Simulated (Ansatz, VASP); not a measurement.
# MnCo2N2 in VASP and in Ansatz

```
Mn Co N
1.0
     2.78739    0.00000    0.00000
    -1.39370    2.41395    0.00000
     0.00000    0.00000    6.51279
Mn Co N
1 2 2
Direct
  0.00000 0.00000 0.50000
  0.66667 0.33333 0.15957
  0.33333 0.66667 0.84043
  0.66667 0.33333 0.69066
  0.33333 0.66667 0.30934
```

Alike in both runs: functional PBE; k mesh 12 × 12 × 6; occupations gaussian, width 0.1 eV; no spin polarisation.

Ansatz relaxed the structure, and its values are those at the end. VASP's run is a single point on that final structure, the one shown.

|  | VASP | Ansatz |
| --- | --- | --- |
| version | VASP 6.6.1 | Ansatz 0.2.0 |
| potentials or method | VASP PAW PBE potentials, release 64 (Mn_pv, Co, N), cutoff 520 eV | scalar-relativistic, plane waves, PAW |
| valence electrons in the cell | 41 | 59 |

|  | VASP | Ansatz | Ansatz less VASP |
| --- | --- | --- | --- |
| gap on the k mesh at the Fermi level (eV) | none | none | - |
| pressure (GPa) | 0.6 | 0.0 | -0.55 |
| rms of the force components (eV/Å) | 0.011 | 0.000 | -0.0106 |

A gap of «none» marks a metal or a gap that the smearing closes. VASP's potentials hold 41 valence electrons a cell and Ansatz's 59, so a difference there can come from the potentials and not from the codes.
